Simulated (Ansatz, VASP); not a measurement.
# One calculation of Sb, two programs

File POSCAR:

```
Sb
1.0
    2.1684666409      1.2519647989      3.7828881425
   -2.1684666409      1.2519647989      3.7828881425
    0.0000000000     -2.5039295978      3.7828881425
Sb
2
Direct
    0.7665100000      0.7665100000      0.7665100000
    0.2334900000      0.2334900000      0.2334900000
```

INCAR.step1

```
SYSTEM = Sb
PREC = Accurate ; ENCUT = 520
EDIFF = 1E-5 ; ISMEAR = -1
SIGMA = 0.05 ; LREAL = .False.
LASPH = .True. ; NELM = 60
ALGO = Normal ; ISIF = 2
LWAVE = .True. ; LCHARG = .False.
NBANDS = 12 ; GGA = PE
```

INCAR.step2

```
SYSTEM = Sb
PREC = Accurate ; ENCUT = 520
EDIFF = 1E-7 ; ISMEAR = -1
SIGMA = 0.05 ; LREAL = .False.
LASPH = .True. ; NELM = 60
ALGO = Normal ; ISIF = 2
LWAVE = .False. ; LCHARG = .False.
GGA = B5 ; LHFCALC = .True.
AEXX = 0.2 ; AGGAX = 0.72
AGGAC = 0.81 ; ALDAC = 0.19
PRECFOCK = Normal ; NBANDS = 12
ISTART = 1
```

File KPOINTS:

```
regular mesh
0
Gamma
  4 4 4
  0 0 0
```

The input input.yaml:

```yaml
crystal:
  lattice:
    - [2.1684666409, 1.2519647989, 3.7828881425]
    - [-2.1684666409, 1.2519647989, 3.7828881425]
    - [0.0, -2.5039295978, 3.7828881425]
  atoms:
    - { symbol: Sb, position: [0.76651, 0.76651, 0.76651] }
    - { symbol: Sb, position: [0.23349, 0.23349, 0.23349] }
hamiltonian:
  xc: b3lyp5
  pseudopotentials: { kind: paw }
kpoints:
  mp_grid: { grid: [4, 4, 4] }
scf:
  occupations: { method: fermi_dirac, width: 0.05 }
output:
  forces: true
  stress: true
  eigenvalues: true
```

Alike in both runs: task single point; functional B3LYP5; k mesh 4 × 4 × 4; occupations fermi-dirac, width 0.05 eV; no spin polarisation.

|  | VASP | Ansatz |
| --- | --- | --- |
| version | VASP 6.6.1 | Ansatz 0.2.0 |
| potentials or method | VASP PAW PBE potentials, release 64 (Sb) | Ansatz PAW |
| plane-wave cutoff (eV) | 520 | 420 |
| valence electrons in the cell | 10 | 30 |

|  | VASP | Ansatz | Ansatz less VASP |
| --- | --- | --- | --- |
| gap on the k mesh at the Fermi level (eV) | 0.84 | 0.76 | -0.088 |
| least direct gap on the mesh (eV) | 0.92 | 0.87 | -0.054 |
| pressure (GPa) | 3.0 | 3.4 | +0.44 |
| traceless stress, the component that is largest in VASP (GPa) | -0.21 | -0.20 | +0.011 |
| rms of the force components (eV/Å) | 0.271 | 0.277 | +0.0062 |

VASP's potentials were made for PBE, not for B3LYP5. Atom by atom the forces differ by 0.006 eV/Å (rms over components). VASP's potentials hold 10 valence electrons a cell and Ansatz's 30, so a difference there can come from the potentials and not from the codes.

The k mesh is coarse, so the values compare programs but aren't converged. Neither program's run includes spin-orbit coupling.
